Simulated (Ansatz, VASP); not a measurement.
# GaN in VASP and in Ansatz

File POSCAR:

```
GaN
1.0
    3.3740843391      0.0000000000      0.0000000000
   -1.6870421696      2.7566441058      0.0000000000
    0.0000000000      0.0000000000      5.1835962460
Ga N
2 2
Direct
    0.3333333333      0.6666666667      0.9991101048
    0.6666666667      0.3333333333      0.4991101048
    0.3333333333      0.6666666667      0.3758898952
    0.6666666667      0.3333333333      0.8758898952
```

INCAR.step1

```
SYSTEM = GaN
  PREC = Accurate
  ENCUT = 520
  ISMEAR = 0
  SIGMA = 0.05
  LREAL = .FALSE.
  LASPH = .TRUE.
  NELM = 100
  NBANDS = 26
  GGA = PE
  ALGO = Normal
  EDIFF = 1E-4
  LWAVE = .TRUE.
  LCHARG = .FALSE.
```

The input INCAR.step2:

```
SYSTEM = GaN
  PREC = Accurate
  ENCUT = 520
  EDIFF = 1E-6
  ISMEAR = 0
  SIGMA = 0.05
  LREAL = .FALSE.
  LASPH = .TRUE.
  NELM = 100
  ALGO = Normal
  ISIF = 2
  LWAVE = .FALSE.
  LCHARG = .TRUE.
  METAGGA = R2SCAN
  LMIXTAU = .TRUE.
  LELF = .TRUE.
  LVHAR = .TRUE.
  NBANDS = 26
  ISTART = 1
```

Contents of KPOINTS:

```
regular mesh
0
G
  12 12 6
  0 0 0
```

Input for Ansatz:

```yaml
crystal:
  lattice:
    - [3.3740843391, 0.0, 0.0]
    - [-1.6870421696, 2.7566441058, 0.0]
    - [0.0, 0.0, 5.183596246]
  atoms:
    - { symbol: Ga, position: [0.3333333333, 0.6666666667, 0.9991101048] }
    - { symbol: Ga, position: [0.6666666667, 0.3333333333, 0.4991101048] }
    - { symbol: "N", position: [0.3333333333, 0.6666666667, 0.3758898952] }
    - { symbol: "N", position: [0.6666666667, 0.3333333333, 0.8758898952] }
basis:
  ecutwfc: 500
kpoints:
  mp_grid: { grid: [12, 12, 6] }
hamiltonian:
  xc: r2scan
scf:
  occupations: { method: gaussian, width: 0.05 }
output:
  forces: true
  stress: true
  eigenvalues: true
  write_density: true
  write_potential: true
  elf: true
  volumetric_format: npy
```

Change from the starting cell: strain +0.0600 x Voigt [1, 0, 0, 0, 0, 0], atoms carried along.

Alike in both runs: task single point; functional r2SCAN; k mesh 12 × 12 × 6; occupations gaussian, width 0.05 eV; no spin polarisation.

|  | VASP | Ansatz |
| --- | --- | --- |
| version | VASP 6.6.1 | Ansatz 0.2.0 |
| potentials or method | VASP PAW PBE potentials, release 64 (Ga_d, N), cutoff 520 eV | scalar-relativistic, plane waves, PAW |
| valence electrons in the cell | 36 | 36 |

Ansatz gave:

```
gap on the k mesh at the Fermi level (eV)                     : 1.87
least direct gap on the mesh (eV)                             : 1.87
pressure (GPa)                                                : -9.5
traceless stress, the component that is largest in VASP (GPa) : -10.78
rms of the force components (eV/Å)                            : 0.242
```

Task: What did VASP give for the same quantities?

Result: gap on the k mesh at the Fermi level (eV): 1.87; least direct gap on the mesh (eV): 1.87; pressure (GPa): -8.7; traceless stress, the component that is largest in VASP (GPa): -10.93; rms of the force components (eV/Å): 0.254.

VASP's potentials were made for PBE, not for r2SCAN. Atom by atom the forces differ by 0.012 eV/Å (rms over components). The functional is the same, so the differences come from potentials, cutoffs and numerics.
